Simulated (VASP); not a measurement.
**Hg: single point with revPBE**

Hg:

```xyz
1
Lattice="2.2340 -2.0459 0.0000 2.2340 2.0459 0.0000 -0.3487 0.0000 3.0398" Properties=species:S:1:pos:R:3 pbc="T T T"
Hg    2.0596    0.0000    1.5199
```

| Quantity | Value |
| --- | --- |
| Program | VASP 6.6.1 |
| Task | single point |
| Functional | revPBE |
| Potentials or basis | VASP PAW PBE potentials, release 64 (Hg) |
| Cutoff | 520 eV |
| k mesh | 2 × 4 × 3 |
| Occupations | fermi-dirac, width 0.0097 eV |
| Spin | no spin polarisation |
| Dipole correction | no |
| Further INCAR settings | ALGO = Normal; EDIFF = 1e-06; NBANDS = 12; ISYM = 0 |

| Property | Result |
| --- | --- |
| Pressure | 8.6 GPa |
| Band gap on the k mesh | zero (band 6 reaches 3.48 eV, above the bottom of band 7 at 0.29 eV) |

Stress tensor (GPa, compression positive):
```
 18.76 -17.48  -0.66
-17.48  17.63   1.35
 -0.66   1.35 -10.45
```

Levels at points of the mesh, in eV from the Fermi level:
```csv
k point,band 2,band 3,band 4,band 5,band 6,band 7,band 8,band 9,band 10,band 11
"(0.00, 0.00, 0.00)",-7.73,-7.67,-5.84,-5.83,-5.79,9.87,10.16,10.26,13.47,15.18
"(0.50, 0.00, 0.00)",-7.37,-6.43,-6.33,-5.76,-2.69,-1.46,12.79,13.07,15.33,16.04
"(0.00, 0.50, 0.00)",-7.39,-6.42,-6.32,-5.78,-2.63,-1.46,12.79,13.04,15.34,16.05
"(0.50, 0.50, 0.00)",-7.26,-6.32,-6.27,-5.22,0.64,1.11,2.37,7.59,15.04,18.18
```

Wall time 6.1 s on 1 thread of Intel Xeon 8259CL, on a shared host, peak memory 0.13 GiB.

Caveat: the k points lie up to 1.04 Å⁻¹ apart; the PAW data sets were made with another functional, which shifts forces and pressure a little; spin-orbit coupling is left out, which moves the levels of the heavy elements.
